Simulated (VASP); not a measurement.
# Al (P-1) in VASP: notebook

The runs below take Al through single point, with PBEsol.

All numbers are computed with VASP 6.6.1; they aren't measurements. Logs are shortened: lines on timing, memory, paths and dates and some standing lists are left out, and cuts for length are marked.

### Step 1. The cell of the first run

The typed cell holds 4 atoms: a = 2.782 Å, b = 2.782 Å, c = 9.102 Å, α = 87.08°, β = 89.42°, γ = 109.47°.

### Step 2. Single point, PBEsol

Input file INCAR:

```
SYSTEM = Al
PREC = Accurate
ENCUT = 520
EDIFF = 1E-6
ISMEAR = 0
SIGMA = 0.15
LREAL = .FALSE.
LASPH = .TRUE.
NELM = 80
ALGO = Fast
ISIF = 2
LWAVE = .FALSE.
LCHARG = .FALSE.
GGA = PS
NBANDS = 14
```

Input file KPOINTS:

```
regular mesh
0
G
  16 16 5
  0 0 0
```

Input file POSCAR:

```
Al
1.0
   -1.6063180831      1.6063180831     -1.6063180831
   -1.6063180831     -1.6063180831      1.6063180831
   -0.4818954249      6.2646405243      6.5859041409
Al
4
Direct
   -0.0875000000     -0.1750000000      0.8750000000
    0.4875000000      0.4750000000      0.1250000000
   -0.0375000000     -0.0750000000      0.3750000000
    0.4375000000      0.3750000000      0.6250000000
```

Potentials or basis: VASP PAW PBE potentials, release 64 (Al).

Command:

```
$ cat potpaw_PBE.64/Al/POTCAR > POTCAR
$ mpirun -np 1 vasp_std > vasp.out
```

OUTCAR:

```text
SYSTEM = Al
   PREC = Accurate
   ENCUT = 520
   EDIFF = 1E-6
   ISMEAR = 0
   LREAL = .FALSE.
   LASPH = .TRUE.
   NELM = 80
   ISIF = 2
   GGA = PS

 ion  position               nearest neighbor table
   1  0.913  0.825  0.875-   2 2.54   4 2.78   4 2.78   2 3.09   2 3.09   4 3.21   4 3.21
   2  0.487  0.475  0.125-   1 2.54   3 2.78   3 2.78   1 3.09   1 3.09   3 3.21   3 3.21
   3  0.962  0.925  0.375-   2 2.78   4 2.78   4 2.78   2 2.78   2 3.21   4 3.21   4 3.21   2 3.21

   4  0.438  0.375  0.625-   1 2.78   3 2.78   3 2.78   1 2.78   1 3.21   3 3.21   3 3.21   1 3.21

  LATTYP: Found a triclinic cell.
 ALAT       =     2.7822245330
 B/A-ratio  =     1.0000000000
 C/A-ratio  =     3.4307433598
 COS(alpha) =     0.0485803364
 COS(beta)  =     0.3011980859
 COS(gamma) =     0.3333333333

  Lattice vectors:

 A1 = (   1.6063180831,  -1.6063180831,   1.6063180831)
 A2 = (  -1.6063180831,  -1.6063180831,   1.6063180831)
 A3 = (   2.0882135080,  -7.8709586074,  -4.9795860578)

Analysis of symmetry for initial positions (statically):
=====================================================================
 Subroutine PRICEL returns:
 Original cell was already a primitive cell.

 Routine SETGRP: Setting up the symmetry group for a
 triclinic supercell.

 Subroutine GETGRP returns: Found  2 space group operations
 (whereof  1 operations were pure point group operations)
 out of a pool of  2 trial point group operations.

The static configuration has the point symmetry C_1 .
 The point group associated with its full space group is S_2 .

Analysis of symmetry for dynamics (positions and initial velocities):
=====================================================================
 Subroutine PRICEL returns:
 Original cell was already a primitive cell.

 Routine SETGRP: Setting up the symmetry group for a
 triclinic supercell.

 Subroutine GETGRP returns: Found  2 space group operations
 (whereof  1 operations were pure point group operations)
 out of a pool of  2 trial point group operations.

The dynamic configuration has the point symmetry C_1 .
 The point group associated with its full space group is S_2 .

 Subroutine INISYM returns: Found  2 space group operations
 (whereof  1 operations are pure point group operations),
 and found     1 'primitive' translations

----------------------------------------------------------------------------------------

                                     Primitive cell

  volume of cell :      66.3154

  direct lattice vectors                    reciprocal lattice vectors
    -1.606318083  1.606318083 -1.606318083    -0.311270853  0.147853655 -0.163417198
    -1.606318083 -1.606318083  1.606318083    -0.311270853 -0.171198969  0.140071884
    -0.481895425  6.264640524  6.585904141     0.000000000  0.077817713  0.077817713

  length of vectors
     2.782224533  2.782224533  9.102311654     0.381386193  0.381862231  0.110050865

  position of ions in fractional coordinates (direct lattice)
     0.912500000  0.825000000  0.875000000
     0.487500000  0.475000000  0.125000000
     0.962500000  0.925000000  0.375000000
     0.437500000  0.375000000  0.625000000

  ion indices of the primitive-cell ions
   primitive index   ion index
                 1           1
                 2           2
                 3           3
                 4           4

----------------------------------------------------------------------------------------

 KPOINTS: regular mesh

Automatic generation of k-mesh.
 Grid dimensions read from file:
 generate k-points for:   16   16    5

 Generating k-lattice:

  Cartesian coordinates                     Fractional coordinates (reciprocal lattice)
    -0.019454428  0.009240853 -0.010213575     0.062500000 -0.000000000  0.000000000
    -0.019454428 -0.010699936  0.008754493    -0.000000000  0.062500000  0.000000000
     0.000000000  0.015563543  0.015563543     0.000000000  0.000000000  0.200000000

  Length of vectors
     0.023836637  0.023866389  0.022010173

  Shift w.r.t. Gamma in fractional coordinates (k-lattice)
     0.000000000  0.000000000  0.000000000

 Subroutine IBZKPT returns following result:
 ===========================================

 Found    642 irreducible k-points:

 Following reciprocal coordinates:
            Coordinates               Weight
  0.000000  0.000000  0.000000      1.000000
  0.062500 -0.000000  0.000000      2.000000
  0.125000 -0.000000  0.000000      2.000000
  0.187500 -0.000000  0.000000      2.000000
  0.250000 -0.000000  0.000000      2.000000
  0.312500 -0.000000  0.000000      2.000000
[... 16 lines left out ...]
 -0.187500  0.062500  0.000000      2.000000
 -0.125000  0.062500  0.000000      2.000000
 [... further k-points ...]
   k-points           NKPTS =    642   k-points in BZ     NKDIM =    642   number of bands    NBANDS=     14
   number of dos      NEDOS =    301   number of ions     NIONS =      4
   total plane-waves  NPLWV =  40320
   dimension x,y,z NGX =    24 NGY =   24 NGZ =   70
   dimension x,y,z NGXF=    48 NGYF=   48 NGZF=  140
   ions per type =               4
   NGX,Y,Z   is equivalent  to a cutoff of  14.34, 14.34, 12.78 a.u.
   NGXF,Y,Z  is equivalent  to a cutoff of  28.68, 28.68, 25.57 a.u.
 SYSTEM =  Al
   PREC   = accura    normal or accurate (medium, high low for compatibility)
   ISTART =      0    job   : 0-new  1-cont  2-samecut
   ICHARG =      2    charge: 1-file 2-atom 10-const
   ISPIN  =      1    spin polarized calculation?
   LNONCOLLINEAR =      F non collinear calculations
   LSORBIT =      F    spin-orbit coupling
   LASPH  =      T    aspherical Exc in radial PAW
   ENCUT  =  520.0 eV  38.22 Ry    6.18 a.u.   5.17  5.17 16.92*2*pi/ulx,y,z
   NELM   =     80;   NELMIN=  2; NELMDL= -5     # of ELM steps
   EDIFF  = 0.1E-05   stopping-criterion for ELM
   LREAL  =      F    real-space projection
   EDIFFG = 0.1E-04   stopping-criterion for IOM
   NSW    =      0    number of steps for IOM
   IBRION =     -1    ionic relax: 0-MD 1-quasi-New 2-CG
   NFREE  =      0    steps in history (QN), initial steepest desc. (CG)
   ISIF   =      2    stress and relaxation
   ISYM   =      2    0-nonsym 1-usesym 2-fastsym
   POTIM  = 0.5000    time-step for ionic-motion
   TEBEG  =    0.0;   TEEND  =   0.0 temperature during run
   PSTRESS=    0.0 pullay stress
   NELECT =      12.0000    total number of electrons
   NUPDOWN=      -1.0000    fix difference up-down
   EMIN   =  10.00;   EMAX   =-10.00  energy-range for DOS
   EFERMI =   0.00;   METHOD = LEGACY
   ISMEAR =     0;   SIGMA  =   0.15  broadening in eV -4-tet -1-fermi 0-gaus
   EFERMI_NEDOS =   21; number of points for ismear=-14 and -15
   IALGO  =     68    algorithm
   IMIX   =      4    mixing-type and parameters
     AMIX     =   0.40;   BMIX     =  1.00
     AMIX_MAG =   1.60;   BMIX_MAG =  1.00
  volume/ion in A,a.u.               =      16.58       111.88
  Fermi-wavevector in a.u.,A,eV,Ry     =   0.925970  1.749830 11.665920  0.857421
  Thomas-Fermi vector in A             =   2.051882
   LORBIT       =      0    0 simple, 1 ext, 2 COOP (PROOUT), +10 PAW based schemes
   GGA     = PS    functional components
   LHFCALC =     F    Hartree Fock is set to
   AEXX    =    0.0000 exact exchange contribution
   IVDW    =     0    specifies the selected vdW correction
   LEPSILON=     F    determine dielectric tensor
   LRPA    =     F    only Hartree local field effects (RPA)
 non-spin polarized calculation
 RMM-DIIS sequential band-by-band and
 Gauss-broadening in eV      SIGMA  =   0.15
  energy-cutoff  :      520.00
  volume of cell :       66.32
 maximum number of plane-waves:      1803
 NGX is ok and might be reduce to    24
   NGX = 11   NGY = 11   NGZ = 33

 number of electron      12.0000000 magnetization

 Free energy of the ion-electron system (eV)
  ---------------------------------------------------
  ext. energy  EPLUGINS =         0.00000000
  ---------------------------------------------------
  free energy    TOTEN  =       -15.88824945 eV

  energy without entropy =      -15.86867653  energy(sigma->0) =      -15.87846299

 E-fermi :   7.8702     XC(G=0): -10.2396

 val. band max:        7.8679202953   @ k =   0.1875   0.3750   0.4000
 cond. band min:       7.8767312283   @ k =  -0.4375   0.3125   0.4000
 fundamental gap:      0.0088109330
 Fermi energy:         7.8702361027

 k-point     1 :       0.0000    0.0000    0.0000
  band No.  band energies     occupation
      1      -3.1969      2.00000
      2      -1.4182      2.00000
      3      -1.4120      2.00000
      4       3.5810      2.00000
      5       4.0485      2.00000
      6      12.0927      0.00000
      7      12.1840      0.00000
      8      16.1329      0.00000
      9      16.2179      0.00000
     10      17.2028      0.00000
     11      17.2916      0.00000
     12      17.6219      0.00000
     13      17.8451      0.00000
     14      18.1273      0.00000

 k-point     2 :       0.0625   -0.0000    0.0000
  band No.  band energies     occupation
      1      -3.1128      2.00000
      2      -1.3542      2.00000
      3      -1.3099      2.00000
      4       3.6551      2.00000
      5       4.1344      2.00000
      6      12.1374      0.00000
      7      12.2747      0.00000
      8      14.5587      0.00000
      9      15.8351      0.00000
     10      16.2223      0.00000
     11      16.3183      0.00000
     12      17.1522      0.00000
     13      18.1828      0.00000
     14      18.5275      0.00000
[... 343 lines left out ...]
      1      -2.5260      2.00000
      2      -0.7742      2.00000
      3      -0.7308      2.00000
      4       4.1998      2.00000
      5       4.7041      2.00000
      6      11.1558      0.00000
      7      12.2424      0.00000
      8      12.6297      0.00000
      9      12.9367      0.00000
     10      13.1664      0.00000
     11      16.8364      0.00000
     12      17.3588      0.00000
     13      17.5254      0.00000
     14      17.9638      0.00000

 k-point    24 :      -0.1250    0.0625    0.0000
  band No.  band energies     occupation
      1      -2.8890      2.00000
      2      -1.1140      2.00000
      3      -1.1081      2.00000
      4       3.8660      2.00000
      5       4.3493      2.00000
      6      12.3011      0.00000
      7      12.4312      0.00000
      8      13.1875      0.00000
      9      14.4658      0.00000
     10      14.9657      0.00000
     11      17.0901      0.00000
     12      17.8886      0.00000
     13      18.2016      0.00000
     14      18.5265      0.00000

 [... further k-points ...]

------------------------ aborting loop because EDIFF is reached ----------------------------------------

  FORCE on cell =-STRESS in cart. coord.  units (eV):
  Direction    XX          YY          ZZ          XY          YZ          ZX
  --------------------------------------------------------------------------------------
  -------------------------------------------------------------------------------------
  Total        0.0881521      0.2243893      0.8327129      0.5316897      0.4401091      0.5737466
  in kB        2.1297504      5.4212336     20.1182986     12.8455951     10.6330124     13.8616874
  external PRESSURE =       9.2230942 kB  Pullay stress =       0.0000000 kB

 VOLUME and BASIS-vectors are now :
 -----------------------------------------------------------------------------
  energy-cutoff  :      520.00
  volume of cell :       66.32
      direct lattice vectors                 reciprocal lattice vectors
    -1.606318083  1.606318083 -1.606318083    -0.311270853  0.147853655 -0.163417198
    -1.606318083 -1.606318083  1.606318083    -0.311270853 -0.171198969  0.140071884
    -0.481895425  6.264640524  6.585904141     0.000000000  0.077817713  0.077817713

 POSITION                                       TOTAL-FORCE (eV/Angst)
 -----------------------------------------------------------------------------------
     -3.21264      5.62211      5.62211        -0.436084     -0.227699     -0.403787
     -1.60632      0.80316      0.80316         0.436084      0.227699      0.403787
     -3.21264      2.40948      2.40948        -0.021246     -0.019004     -0.004565
     -1.60632      4.01580      4.01580         0.021246      0.019004      0.004565
 -----------------------------------------------------------------------------------
    total drift:                                0.000000      0.000000     -0.000000

  FREE ENERGIE OF THE ION-ELECTRON SYSTEM (eV)
  ---------------------------------------------------
  free  energy   TOTEN  =       -15.8882494510 eV

  energy  without entropy=      -15.8686765262  energy(sigma->0) =      -15.87846299
```

Wall time 7.3 min (1 thread of Intel Xeon Platinum 8375C at 2.90GHz (Ice Lake), shared host); peak memory 0.53 GiB.

What came out:

```
Free energy            : -15.8882 eV
Pressure               : 0.9 GPa
Largest force          : 0.636 eV/Å
Band gap on the k mesh : zero (bands 6 and 7 overlap by 6.57 eV)
```

Forces on the atoms (eV/Å):
```
Al  -0.436 -0.228 -0.404
Al   0.436  0.228  0.404
Al  -0.021 -0.019 -0.005
Al   0.021  0.019  0.005
```

Caveat: the PAW data sets were made with another functional, which shifts forces and pressure a little.

### Step 3. Single point, PBEsol

Input file INCAR:

```
SYSTEM = Al
  PREC = Accurate
  ENCUT = 520
  EDIFF = 1E-7
  ISMEAR = 0
  SIGMA = 0.15
  LREAL = .False.
  LASPH = .True.
  NELM = 60
  ALGO = Fast
  ISIF = 2
  LWAVE = .False.
  LCHARG = .False.
  GGA = PS
  NBANDS = 14
```

Input file KPOINTS:

```
regular mesh
0
Gamma
  16 16 5
  0 0 0
```

Input file POSCAR:

```
Al
1.0
   -1.6063180831      1.6063180831     -1.6063180831
   -1.6063180831     -1.6063180831      1.6063180831
   -0.8031590416      5.9433769077      6.9071677575
Al
4
Direct
   -0.0875000000     -0.3500000000      0.8750000000
    0.4875000000      0.4500000000      0.1250000000
   -0.0375000000     -0.1500000000      0.3750000000
    0.4375000000      0.2500000000      0.6250000000
```

Potentials or basis: VASP PAW PBE potentials, release 64 (Al).

Command:

```
$ cat potpaw_PBE.64/Al/POTCAR > POTCAR
$ mpirun -np 1 vasp_std > vasp.out
```

Wall time 8.7 min (1 thread of Intel Xeon Platinum 8375C at 2.90GHz (Ice Lake), shared host); peak memory 0.53 GiB.

The run converged. Its results:

```
Free energy            : -15.8673 eV
Pressure               : 1.5 GPa
Largest force          : 0.858 eV/Å
Band gap on the k mesh : zero (bands 6 and 7 overlap by 6.58 eV)
```

Forces in eV/Å, atoms in the order of the input:
```
Al  -0.363 -0.264 -0.732
Al   0.363  0.264  0.732
Al  -0.016 -0.029 -0.022
Al   0.016  0.029  0.022
```

Stress tensor (GPa, compression positive):
```
-0.52  1.05  1.51
 1.05  0.90  1.05
 1.51  1.05  4.00
```

Levels at points of the mesh, in eV from the Fermi level:
```csv
k point,band 2,band 3,band 4,band 5,band 6,band 7,band 8,band 9,band 10,band 11
"(0.00, 0.00, 0.00)",-9.29,-9.28,-4.30,-3.81,4.17,4.32,8.36,8.47,9.05,9.15
"(0.50, 0.00, 0.00)",-5.74,-4.39,-4.18,-4.04,-3.58,0.45,0.65,1.43,1.59,7.39
"(0.00, 0.50, 0.00)",-5.61,-4.70,-4.68,-3.63,-2.95,-0.50,-0.02,2.30,2.65,6.64
"(0.50, 0.50, 0.00)",-3.84,-2.98,-2.78,-1.89,-1.66,0.92,2.10,2.36,2.69,2.99
```

Caveat: the PAW data sets were made with another functional, which shifts forces and pressure a little.

### Step 4. Single point, PBEsol

Input file INCAR:

```
SYSTEM = Al
PREC = Accurate
ENCUT = 520
EDIFF = 1E-6
ISMEAR = 0
SIGMA = 0.15
LREAL = .FALSE.
LASPH = .TRUE.
NELM = 80
ALGO = Fast
ISIF = 2
LWAVE = .FALSE.
LCHARG = .FALSE.
GGA = PS
NBANDS = 14
```

Input file KPOINTS:

```
regular mesh
0
G
  16 16 5
  0 0 0
```

Input file POSCAR:

```
Al
1.0
   -1.6063180831      1.6063180831     -1.6063180831
   -1.6063180831     -1.6063180831      1.6063180831
   -1.2850544665      5.4614814827      7.3890631825
Al
4
Direct
   -0.0875000000     -0.6125000000      0.8750000000
    0.4875000000      0.4125000000      0.1250000000
   -0.0375000000     -0.2625000000      0.3750000000
    0.4375000000      0.0625000000      0.6250000000
```

Command:

```
$ cat potpaw_PBE.64/Al/POTCAR > POTCAR
$ mpirun -np 1 vasp_std > vasp.out
```

Wall time 4.3 min (1 thread of Intel Xeon 6975P-C (Granite Rapids), shared host); peak memory 0.53 GiB.

The run converged. Its results:

| Quantity | Value |
| --- | --- |
| Free energy | -15.9908 eV |
| Pressure | 0.5 GPa |
| Largest force | 0.261 eV/Å |
| Band gap on the k mesh | zero (bands 6 and 7 overlap by 6.63 eV) |

Forces in eV/Å, atoms in the order of the input:
```
Al   0.082 -0.069 -0.238
Al  -0.082  0.069  0.238
Al   0.003  0.000 -0.031
Al  -0.003  0.000  0.031
```

Stress tensor (GPa, compression positive):
```
-0.78 -0.55 -0.25
-0.55  0.72 -0.39
-0.25 -0.39  1.69
```

Levels at points of the mesh, in eV from the Fermi level:
```csv
k point,band 4,band 5,band 6,band 7,band 8,band 9
"(0.00, 0.00, 0.00)",-4.29,-3.82,4.24,4.31,8.27,8.35
"(0.50, 0.00, 0.00)",-4.17,-4.04,-3.59,0.48,0.62,1.46
"(0.00, 0.50, 0.00)",-4.99,-2.89,-2.43,-1.29,-0.89,3.39
"(0.50, 0.50, 0.00)",-3.08,-1.41,-1.05,0.34,1.26,2.24
```

Caveat: the PAW data sets were made with another functional, which shifts forces and pressure a little.

### Step 5. Single point, PBEsol

Input file INCAR:

```
PREC = Accurate ; ENCUT = 520
EDIFF = 1E-7 ; ISMEAR = 0
SIGMA = 0.15 ; LREAL = False
LASPH = True ; NELM = 80
ALGO = Fast ; ISIF = 2
LWAVE = False ; LCHARG = False
GGA = PS ; NBANDS = 14
```

Input file KPOINTS:

```
regular mesh
0
Gamma
  16 16 5
```

Input file POSCAR:

```
Al
1.0
   -1.6063180831      1.6063180831     -1.6063180831
   -1.6063180831     -1.6063180831      1.6063180831
   -0.6425272332      6.1040087160      6.7465359492
Al
4
Direct
   -0.0875000000     -0.2625000000      0.8750000000
    0.4875000000      0.4625000000      0.1250000000
   -0.0375000000     -0.1125000000      0.3750000000
    0.4375000000      0.3125000000      0.6250000000
```

Command:

```
$ cat potpaw_PBE.64/Al/POTCAR > POTCAR
$ mpirun -np 1 vasp_std > vasp.out
```

Wall time 5.6 min (1 thread of Intel Xeon 6975P-C (Granite Rapids), shared host); peak memory 0.53 GiB.

It converged, with:

- Free energy: -15.8643 eV
- Pressure: 1.3 GPa
- Largest force: 0.822 eV/Å
- Band gap on the k mesh: zero (bands 6 and 7 overlap by 6.46 eV)

Forces on the atoms (eV/Å):
```
Al  -0.454 -0.274 -0.628
Al   0.454  0.274  0.628
Al  -0.020 -0.029 -0.014
Al   0.020  0.029  0.014
```

Stress tensor (GPa, compression positive):
```
-0.10  1.23  1.59
 1.23  0.57  1.15
 1.59  1.15  3.39
```

Levels at points of the mesh, in eV from the Fermi level:
| k point | band 4 | band 5 | band 6 | band 7 | band 8 | band 9 |
| --- | --- | --- | --- | --- | --- | --- |
| (0.00, 0.00, 0.00) | -4.30 | -3.82 | 4.19 | 4.32 | 8.32 | 8.41 |
| (0.50, 0.00, 0.00) | -4.18 | -4.05 | -3.59 | 0.45 | 0.67 | 1.43 |
| (0.00, 0.50, 0.00) | -4.51 | -3.83 | -3.15 | -0.19 | 0.23 | 1.98 |
| (0.50, 0.50, 0.00) | -2.70 | -2.00 | -1.86 | 1.17 | 2.03 | 2.60 |

Caveat: the PAW data sets were made with another functional, which shifts forces and pressure a little.

### Step 6. Overview

| cell | further INCAR settings | gap on the mesh (eV) | pressure (GPa) | largest force (eV/Å) |
| --- | --- | --- | --- | --- |
| a = 2.782, b = 2.782, c = 9.102 Å, angles 87.1, 89.4, 109.5°, 4 atoms | ALGO = Fast; EDIFF = 1e-06; NBANDS = 14 | none | 0.9 | 0.64 |
| a = 2.782, b = 2.782, c = 9.148 Å, angles 83.6, 90.6, 109.5°, 4 atoms | ALGO = Fast; EDIFF = 1e-07; NBANDS = 14 | none | 1.5 | 0.86 |
| a = 2.782, b = 2.782, c = 9.278 Å, angles 78.5, 92.3, 109.5°, 4 atoms | ALGO = Fast; EDIFF = 1e-06; NBANDS = 14 | none | 0.5 | 0.26 |
| a = 2.782, b = 2.782, c = 9.121 Å, angles 85.3, 90.0, 109.5°, 4 atoms | ALGO = Fast; EDIFF = 1e-07; NBANDS = 14 | none | 1.3 | 0.82 |

Alike in all rows: task single point; level PBEsol; potentials or basis VASP PAW PBE potentials, release 64 (Al); no spin polarisation; k mesh 16 × 16 × 5; cutoff (eV) 520; smearing gaussian 0.15 eV.

Caveats: the PAW data sets were made with another functional, which shifts forces and pressure a little.

Absolute energies hang on the potentials; compare differences alone.
